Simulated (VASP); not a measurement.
A run of VASP 6.6.1:

File INCAR:

```
SYSTEM = MnBr2
ALGO = Normal
EDIFF = 1E-6
ENCUT = 520
ISIF = 2
ISMEAR = 0
ISPIN = 2
LASPH = .TRUE.
LCHARG = .FALSE.
LDAU = .TRUE.
LDAUJ = 0 0
LDAUL = 2 -1
LDAUPRINT = 1
LDAUTYPE = 2
LDAUU = 8 0
LMAXMIX = 4
LORBIT = 11
LREAL = .FALSE.
LWAVE = .FALSE.
MAGMOM = 3.11 -3.11 -0.02 0.02 0.02 -0.02
NBANDS = 40
NELM = 150
PREC = Accurate
SIGMA = 0.05
```

File KPOINTS:

```
k-points
0
G
  6 6 2
  0 0 0
```

Contents of POSCAR:

```
MnBr2
1.0
    3.8200014300      0.0000000000      0.0000000000
   -1.9100007100      3.3082182800      0.0000000000
    0.0000000000      0.0000000000     12.3800004800
Mn Br
2 4
Direct
    0.0000000000      0.0000000000      0.0000000000
    0.0000000000      0.0000000000      0.5000000000
    0.3333333333      0.6666666667      0.1250000000
    0.6666666667      0.3333333333      0.3750000000
    0.3333333333      0.6666666667      0.6250000000
    0.6666666667      0.3333333333      0.8750000000
```

Potentials or basis: VASP PAW LDA potentials, release 64 (Mn_pv, Br).

Run with:

```console
$ cat potpaw_LDA.64/Mn_pv/POTCAR potpaw_LDA.64/Br/POTCAR > POTCAR
$ mpirun -np 1 vasp_std > vasp.out
```

Hardware: 1 thread of Intel(R) Xeon(R) Platinum 8259CL CPU @ 2.50GHz (Skylake/Cascade Lake) (shared host).

Q: How long does it take, and how much memory?

A: Run time: 3.5 min on 1 thread of Intel(R) Xeon(R) Platinum 8259CL CPU @ 2.50GHz (Skylake/Cascade Lake), with other jobs on the host, peak memory 0.3 GiB. Counts: scf iterations 17, k points 14.
